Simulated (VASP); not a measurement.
# Sc (Fd-3m) in VASP: notebook

The runs below take Sc through single point, with LDA.

Everything below comes from runs of VASP 6.6.1. Logs are shortened: lines on timing, memory, paths and dates and some standing lists are left out, and cuts for length are marked.

### 1 The cell of the first run

The structure is cubic, space group Fd-3m (No. 227). The conventional cell has a = 5.998 Å, b = 5.998 Å, c = 5.998 Å, α = 90.00°, β = 90.00°, γ = 90.00°. Within 3.4 Å of Sc (site symmetry -43m) lie 4 Sc at 2.60 Å.

This isn't the form of Sc at room conditions, which is hcp.

### 2 Single point, LDA (26.98 Å³/atom)

INCAR

```
SYSTEM = Sc
PREC     = Accurate       ! precision mode
ENCUT    = 520            ! plane-wave cutoff, eV
EDIFF    = 1E-7           ! SCF threshold, eV
ISMEAR   = -1             ! smearing method
SIGMA    = 0.1            ! smearing width, eV
LREAL    = .FALSE.        ! projectors in reciprocal space
LASPH    = .TRUE.         ! aspherical terms in the spheres
NELM     = 80             ! most SCF steps
ALGO     = Normal         ! electronic algorithm
ISIF     = 2              ! what is computed and relaxed
LWAVE    = .FALSE.        ! write WAVECAR
LCHARG   = .TRUE.         ! write CHGCAR
LELF     = .TRUE.         ! ELF
LVHAR    = .TRUE.       
NBANDS   = 18             ! bands
```

KPOINTS

```
regular mesh
0
G
  10 10 10
  0 0 0
```

POSCAR

```
Sc
1.0
    0.0000000000      2.9991610739      2.9991610739
    2.9991610739      0.0000000000      2.9991610739
    2.9991610739      2.9991610739      0.0000000000
Sc
2
Direct
    0.1250000000      0.1250000000      0.1250000000
    0.8750000000      0.8750000000      0.8750000000
```

Potentials or basis: VASP PAW LDA potentials, release 64 (Sc_sv).

On the command line:

```sh
> cat potpaw_LDA.64/Sc_sv/POTCAR > POTCAR
> mpirun -np 1 vasp_std > vasp.out
```

OUTCAR:

```text
SYSTEM = Sc
   PREC = Accurate
   ENCUT = 520
   EDIFF = 1E-7
   ISMEAR = -1
   LREAL = .FALSE.
   LASPH = .TRUE.
   NELM = 80
   ISIF = 2

 ion  position               nearest neighbor table
   1  0.125  0.125  0.125-   2 2.60   2 2.60   2 2.60   2 2.60
   2  0.875  0.875  0.875-   1 2.60   1 2.60   1 2.60   1 2.60

  LATTYP: Found a face centered cubic cell.
 ALAT       =     5.9983221478

  Lattice vectors:

 A1 = (   0.0000000000,   2.9991610739,   2.9991610739)
 A2 = (   2.9991610739,   0.0000000000,   2.9991610739)
 A3 = (   2.9991610739,   2.9991610739,   0.0000000000)

Analysis of symmetry for initial positions (statically):
=====================================================================
 Subroutine PRICEL returns:
 Original cell was already a primitive cell.

 Routine SETGRP: Setting up the symmetry group for a
 face centered cubic supercell.

 Subroutine GETGRP returns: Found 48 space group operations
 (whereof 12 operations were pure point group operations)
 out of a pool of 48 trial point group operations.

The static configuration has the point symmetry D_3d.
 The point group associated with its full space group is O_h .

Analysis of symmetry for dynamics (positions and initial velocities):
=====================================================================
 Subroutine PRICEL returns:
 Original cell was already a primitive cell.

 Routine SETGRP: Setting up the symmetry group for a
 face centered cubic supercell.

 Subroutine GETGRP returns: Found 48 space group operations
 (whereof 12 operations were pure point group operations)
 out of a pool of 48 trial point group operations.

The dynamic configuration has the point symmetry D_3d.
 The point group associated with its full space group is O_h .

 Subroutine INISYM returns: Found 48 space group operations
 (whereof 12 operations are pure point group operations),
 and found     1 'primitive' translations

----------------------------------------------------------------------------------------

                                     Primitive cell

  volume of cell :      53.9547

  direct lattice vectors                    reciprocal lattice vectors
     0.000000000  2.999161074  2.999161074    -0.166713287  0.166713287  0.166713287
     2.999161074  0.000000000  2.999161074     0.166713287 -0.166713287  0.166713287
     2.999161074  2.999161074  0.000000000     0.166713287  0.166713287 -0.166713287

  length of vectors
     4.241454266  4.241454266  4.241454266     0.288755883  0.288755883  0.288755883

  position of ions in fractional coordinates (direct lattice)
     0.125000000  0.125000000  0.125000000
     0.875000000  0.875000000  0.875000000

  ion indices of the primitive-cell ions
   primitive index   ion index
                 1           1
                 2           2

----------------------------------------------------------------------------------------

 KPOINTS: regular mesh

Automatic generation of k-mesh.
 Grid dimensions read from file:
 generate k-points for:   10   10   10

 Generating k-lattice:

  Cartesian coordinates                     Fractional coordinates (reciprocal lattice)
    -0.016671329  0.016671329  0.016671329     0.100000000  0.000000000  0.000000000
     0.016671329 -0.016671329  0.016671329     0.000000000  0.100000000  0.000000000
     0.016671329  0.016671329 -0.016671329     0.000000000  0.000000000  0.100000000

  Length of vectors
     0.028875588  0.028875588  0.028875588

  Shift w.r.t. Gamma in fractional coordinates (k-lattice)
     0.000000000  0.000000000  0.000000000

 Subroutine IBZKPT returns following result:
 ===========================================

 Found     47 irreducible k-points:

 Following reciprocal coordinates:
            Coordinates               Weight
  0.000000  0.000000  0.000000      1.000000
  0.100000  0.000000  0.000000      8.000000
  0.200000  0.000000  0.000000      8.000000
  0.300000  0.000000  0.000000      8.000000
  0.400000  0.000000  0.000000      8.000000
  0.500000  0.000000  0.000000      4.000000
[... 16 lines left out ...]
  0.300000  0.300000  0.000000      6.000000
  0.400000  0.300000  0.000000     24.000000
 [... further k-points ...]
   k-points           NKPTS =     47   k-points in BZ     NKDIM =     47   number of bands    NBANDS=     18
   number of dos      NEDOS =    301   number of ions     NIONS =      2
   total plane-waves  NPLWV =  32768
   dimension x,y,z NGX =    32 NGY =   32 NGZ =   32
   dimension x,y,z NGXF=    64 NGYF=   64 NGZF=   64
   ions per type =               2
   NGX,Y,Z   is equivalent  to a cutoff of  12.54, 12.54, 12.54 a.u.
   NGXF,Y,Z  is equivalent  to a cutoff of  25.09, 25.09, 25.09 a.u.
 SYSTEM =  Sc
   PREC   = accura    normal or accurate (medium, high low for compatibility)
   ISTART =      0    job   : 0-new  1-cont  2-samecut
   ICHARG =      2    charge: 1-file 2-atom 10-const
   ISPIN  =      1    spin polarized calculation?
   LNONCOLLINEAR =      F non collinear calculations
   LSORBIT =      F    spin-orbit coupling
   LASPH  =      T    aspherical Exc in radial PAW
   ENCUT  =  520.0 eV  38.22 Ry    6.18 a.u.   7.89  7.89  7.89*2*pi/ulx,y,z
   NELM   =     80;   NELMIN=  2; NELMDL= -5     # of ELM steps
   EDIFF  = 0.1E-06   stopping-criterion for ELM
   LREAL  =      F    real-space projection
   EDIFFG = 0.1E-05   stopping-criterion for IOM
   NSW    =      0    number of steps for IOM
   IBRION =     -1    ionic relax: 0-MD 1-quasi-New 2-CG
   NFREE  =      0    steps in history (QN), initial steepest desc. (CG)
   ISIF   =      2    stress and relaxation
   ISYM   =      2    0-nonsym 1-usesym 2-fastsym
   POTIM  = 0.5000    time-step for ionic-motion
   TEBEG  =    0.0;   TEEND  =   0.0 temperature during run
   PSTRESS=    0.0 pullay stress
   NELECT =      22.0000    total number of electrons
   NUPDOWN=      -1.0000    fix difference up-down
   EMIN   =  10.00;   EMAX   =-10.00  energy-range for DOS
   EFERMI =   0.00;   METHOD = LEGACY
   ISMEAR =    -1;   SIGMA  =   0.10  broadening in eV -4-tet -1-fermi 0-gaus
   EFERMI_NEDOS =   21; number of points for ismear=-14 and -15
   IALGO  =     38    algorithm
   IMIX   =      4    mixing-type and parameters
     AMIX     =   0.40;   BMIX     =  1.00
     AMIX_MAG =   1.60;   BMIX_MAG =  1.00
  volume/ion in A,a.u.               =      26.98       182.05
  Fermi-wavevector in a.u.,A,eV,Ry     =   1.213964  2.294060 20.051034  1.473709
  Thomas-Fermi vector in A             =   2.349399
   LORBIT       =      0    0 simple, 1 ext, 2 COOP (PROOUT), +10 PAW based schemes
   GGA     = CA    functional components
   LHFCALC =     F    Hartree Fock is set to
   AEXX    =    0.0000 exact exchange contribution
   IVDW    =     0    specifies the selected vdW correction
   LEPSILON=     F    determine dielectric tensor
   LRPA    =     F    only Hartree local field effects (RPA)
 non-spin polarized calculation
  energy-cutoff  :      520.00
  volume of cell :       53.95
 maximum number of plane-waves:      1470
   NGX = 15   NGY = 15   NGZ = 15

 number of electron      22.0000004 magnetization

 Free energy of the ion-electron system (eV)
  ---------------------------------------------------
  ext. energy  EPLUGINS =         0.00000000
  ---------------------------------------------------
  free energy    TOTEN  =        -9.58711096 eV

  energy without entropy =       -9.44252532  energy(sigma->0) =       -9.51481814

 E-fermi :   2.7086     XC(G=0):  -9.5435

 val. band max:        2.7039419358   @ k =   0.4000   0.2000   0.0000
 cond. band min:       2.7120010722   @ k =   0.5000   0.2000   0.1000
 fundamental gap:      0.0080591363
 Fermi energy:         2.7086478180

 k-point     1 :       0.0000    0.0000    0.0000
  band No.  band energies     occupation
      1     -46.3452      2.00000
      2     -45.8243      2.00000
      3     -25.5307      2.00000
      4     -25.5307      2.00000
      5     -25.5307      2.00000
      6     -24.7785      2.00000
[... 10 lines left out ...]
     17       4.7369      0.00000
     18       7.1674      0.00000

 k-point     2 :       0.1000    0.0000    0.0000
  band No.  band energies     occupation
      1     -46.3359      2.00000
      2     -45.8340      2.00000
      3     -25.5407      2.00000
      4     -25.5407      2.00000
      5     -25.5317      2.00000
      6     -24.7792      2.00000
[... 10 lines left out ...]
     17       4.7218      0.00000
     18       7.1534      0.00000

 k-point     3 :       0.2000    0.0000    0.0000
  band No.  band energies     occupation
      1     -46.3096      2.00000
      2     -45.8613      2.00000
      3     -25.5659      2.00000
      4     -25.5659      2.00000
      5     -25.5350      2.00000
      6     -24.7802      2.00000
[... 10 lines left out ...]
     17       4.7576      0.00000
     18       7.0999      0.00000

 k-point     4 :       0.3000    0.0000    0.0000
  band No.  band energies     occupation
      1     -46.2718      2.00000
      2     -45.9003      2.00000
      3     -25.5949      2.00000
      4     -25.5949      2.00000
      5     -25.5403      2.00000
      6     -24.7801      2.00000
[... 375 lines left out ...]
      4     -25.5960      2.00000
      5     -25.4688      2.00000
      6     -24.8470      2.00000
[... 10 lines left out ...]
     17       5.1658      0.00000
     18       6.4223      0.00000

 k-point    23 :       0.3000    0.3000    0.0000
  band No.  band energies     occupation
      1     -46.2395      2.00000
      2     -45.9335      2.00000
      3     -25.6639      2.00000
      4     -25.6639      2.00000
      5     -25.3814      2.00000
      6     -24.9445      2.00000
[... 10 lines left out ...]
     17       5.2244      0.00000
     18       6.1144      0.00000

 k-point    24 :       0.4000    0.3000    0.0000
  band No.  band energies     occupation
      1     -46.2023      2.00000
      2     -45.9715      2.00000
      3     -25.6930      2.00000
      4     -25.6846      2.00000
      5     -25.3372      2.00000
      6     -24.9898      2.00000
[... 10 lines left out ...]
     17       5.4820      0.00000
     18       5.9424      0.00000

 [... further k-points ...]

------------------------ aborting loop because EDIFF is reached ----------------------------------------

  FORCE on cell =-STRESS in cart. coord.  units (eV):
  Direction    XX          YY          ZZ          XY          YZ          ZX
  --------------------------------------------------------------------------------------
  -------------------------------------------------------------------------------------
  Total        0.0257378      0.0257378      0.0257378      0.0000000     -0.0000000      0.0000000
  in kB        0.7642793      0.7642793      0.7642793      0.0000000     -0.0000000      0.0000000
  external PRESSURE =       0.7642793 kB  Pullay stress =       0.0000000 kB

 VOLUME and BASIS-vectors are now :
 -----------------------------------------------------------------------------
  energy-cutoff  :      520.00
  volume of cell :       53.95
      direct lattice vectors                 reciprocal lattice vectors
     0.000000000  2.999161074  2.999161074    -0.166713287  0.166713287  0.166713287
     2.999161074  0.000000000  2.999161074     0.166713287 -0.166713287  0.166713287
     2.999161074  2.999161074  0.000000000     0.166713287  0.166713287 -0.166713287

 POSITION                                       TOTAL-FORCE (eV/Angst)
 -----------------------------------------------------------------------------------
      0.74979      0.74979      0.74979        -0.000000     -0.000000     -0.000000
      5.24853      5.24853      5.24853         0.000000      0.000000      0.000000
 -----------------------------------------------------------------------------------
    total drift:                                0.000000      0.000000     -0.000000

  FREE ENERGIE OF THE ION-ELECTRON SYSTEM (eV)
  ---------------------------------------------------
  free  energy   TOTEN  =        -9.5871109572 eV

  energy  without entropy=       -9.4425253235  energy(sigma->0) =       -9.51481814
```

It took 65 s on 1 thread of Intel Xeon 8259CL, shared host; peak memory 0.17 GiB.

Results:

| Item | Value |
| --- | --- |
| Free energy | -9.5871 eV |
| Pressure | 0.1 GPa |
| Band gap on the k mesh | zero (bands 11 and 12 overlap by 0.64 eV) |

### 3 Single point, LDA (28.06 Å³/atom)

This run uses another cell than the first one, of 28.06 Å³/atom.

INCAR

```
PREC = Accurate
ENCUT = 520
EDIFF = 1E-6
ISMEAR = -1
SIGMA = 0.1
LREAL = F
LASPH = T
NELM = 60
ALGO = Normal
ISIF = 2
LWAVE = F
LCHARG = T
LELF = T
LVHAR = T
NBANDS = 18
```

KPOINTS

```
regular mesh
0
Gamma
  10 10 10
```

POSCAR

```
Sc
1.0
    0.0000000000      3.0386282456      3.0386282456
    3.0386282456      0.0000000000      3.0386282456
    3.0386282456      3.0386282456      0.0000000000
Sc
2
Direct
    0.1250000000      0.1250000000      0.1250000000
    0.8750000000      0.8750000000      0.8750000000
```

Potentials or basis: VASP PAW LDA potentials, release 64 (Sc_sv).

On the command line:

```sh
> cat potpaw_LDA.64/Sc_sv/POTCAR > POTCAR
> mpirun -np 1 vasp_std > vasp.out
```

OUTCAR:

```text
PREC = Accurate
   ENCUT = 520
   EDIFF = 1E-6
   ISMEAR = -1
   LREAL = F
   LASPH = T
   NELM = 60
   ISIF = 2

 ion  position               nearest neighbor table
   1  0.125  0.125  0.125-   2 2.63   2 2.63   2 2.63   2 2.63
   2  0.875  0.875  0.875-   1 2.63   1 2.63   1 2.63   1 2.63

  LATTYP: Found a face centered cubic cell.
 ALAT       =     6.0772564912

  Lattice vectors:

 A1 = (   0.0000000000,   3.0386282456,   3.0386282456)
 A2 = (   3.0386282456,   0.0000000000,   3.0386282456)
[... 689 lines left out ...]

------------------------ aborting loop because EDIFF is reached ----------------------------------------

  FORCE on cell =-STRESS in cart. coord.  units (eV):
  Direction    XX          YY          ZZ          XY          YZ          ZX
  --------------------------------------------------------------------------------------
  -------------------------------------------------------------------------------------
  Total       -0.1161439     -0.1161439     -0.1161439     -0.0000000     -0.0000000      0.0000000
  in kB       -3.3162270     -3.3162270     -3.3162270     -0.0000000     -0.0000000      0.0000000
  external PRESSURE =      -3.3162270 kB  Pullay stress =       0.0000000 kB

 VOLUME and BASIS-vectors are now :
 -----------------------------------------------------------------------------
  energy-cutoff  :      520.00
  volume of cell :       56.11
      direct lattice vectors                 reciprocal lattice vectors
     0.000000000  3.038628246  3.038628246    -0.164547934  0.164547934  0.164547934
     3.038628246  0.000000000  3.038628246     0.164547934 -0.164547934  0.164547934
     3.038628246  3.038628246  0.000000000     0.164547934  0.164547934 -0.164547934

 POSITION                                       TOTAL-FORCE (eV/Angst)
 -----------------------------------------------------------------------------------
      0.75966      0.75966      0.75966        -0.000000     -0.000000     -0.000000
      5.31760      5.31760      5.31760         0.000000      0.000000      0.000000
 -----------------------------------------------------------------------------------
    total drift:                                0.000000      0.000000     -0.000000

  FREE ENERGIE OF THE ION-ELECTRON SYSTEM (eV)
  ---------------------------------------------------
  free  energy   TOTEN  =        -9.5861863695 eV

  energy  without entropy=       -9.4410179846  energy(sigma->0) =       -9.51360218
```

It took 67 s on 1 thread of Intel Xeon 8259CL, shared host; peak memory 0.17 GiB.

Results:

```
Free energy            : -9.5862 eV
Pressure               : -0.3 GPa
Band gap on the k mesh : zero (bands 11 and 12 overlap by 0.57 eV)
```

Levels at points of the mesh, in eV from the Fermi level:
```
           k point  band 9  band 10  band 11  band 12  band 13  band 14
(0.00, 0.00, 0.00)   -4.27    -0.12    -0.12     0.32     0.32     0.32
(0.50, 0.00, 0.00)   -1.64    -1.04    -0.15    -0.15     0.39     0.39
(0.50, 0.50, 0.00)   -1.30    -1.30     0.25     0.25     0.51     0.51
```

### 4 Single point, LDA (29.14 Å³/atom)

This run uses another cell than the first one, of 29.14 Å³/atom.

INCAR

```
SYSTEM = Sc
  ALGO = Normal
  EDIFF = 1E-6
  ENCUT = 520
  ISIF = 2
  ISMEAR = -1
  LASPH = .TRUE.
  LCHARG = .FALSE.
  LREAL = .FALSE.
  LWAVE = .FALSE.
  NBANDS = 18
  NELM = 80
  PREC = Accurate
  SIGMA = 0.1
```

KPOINTS

```
k-points
0
G
  10 10 10
  0 0 0
```

POSCAR

```
Sc
1.0
    0.0000000000      3.0770959779      3.0770959779
    3.0770959779      0.0000000000      3.0770959779
    3.0770959779      3.0770959779      0.0000000000
Sc
2
Direct
    0.1250000000      0.1250000000      0.1250000000
    0.8750000000      0.8750000000      0.8750000000
```

On the command line:

```sh
> cat potpaw_LDA.64/Sc_sv/POTCAR > POTCAR
> mpirun -np 1 vasp_std > vasp.out
```

It took 58 s on 1 thread of Intel Xeon 8259CL, shared host; peak memory 0.17 GiB.

The run converged. Its results:

```yaml
Free_energy: -9.5793 eV
Pressure: -0.8 GPa
Band_gap_on_the_k_mesh: zero (bands 11 and 12 overlap by 0.56 eV)
```

Levels at points of the mesh, in eV from the Fermi level:
```csv
k point,band 9,band 10,band 11,band 12,band 13,band 14
"(0.00, 0.00, 0.00)",-4.23,-0.09,-0.09,0.30,0.30,0.30
"(0.50, 0.00, 0.00)",-1.69,-1.00,-0.12,-0.12,0.38,0.38
"(0.50, 0.50, 0.00)",-1.23,-1.23,0.14,0.14,0.50,0.50
```

(Continued in part 2 of 2.)
